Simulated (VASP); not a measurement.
A run of VASP 6.6.1 is set up as follows.

INCAR

```
PREC = Accurate
ENCUT = 520
EDIFF = 1E-6
ISMEAR = 0
SIGMA = 0.05
LREAL = F
LASPH = T
NELM = 60
ALGO = Normal
ISIF = 2
LWAVE = F
LCHARG = T
GGA = PS
LELF = T
LVHAR = T
NBANDS = 22
```

The input KPOINTS:

```
regular mesh
0
Gamma
  4 4 2
```

The input POSCAR:

```
F
1.0
    3.2121621389     -1.8461396707     -0.2477496550
    3.2121621389      1.8461396707     -0.2477496550
   -2.4153005499      0.0000000000      7.3932836948
F
4
Direct
    0.0848459664      0.0848459664      0.0979998919
    0.9151540336      0.9151540336      0.9020001081
    0.5015719855      0.5015719855      0.5937195244
    0.4984280145      0.4984280145      0.4062804756
```

Potentials or basis: VASP PAW PBE potentials, release 64 (F).

The run is started by

```bash
$ cat potpaw_PBE.64/F/POTCAR > POTCAR
$ mpirun -np 1 vasp_std > vasp.out
```

(1) What does it give for the band gap on the k mesh?

(2) Predict the largest force.

(3) Predict the pressure.

Results:

(1) 2.23 eV, indirect (least direct gap 2.31 eV).

(2) 2.343 eV/Å.

(3) -4.0 GPa.

Caveat: the k points lie up to 0.50 Å⁻¹ apart; the PAW data sets were made with another functional, which shifts forces and pressure a little.
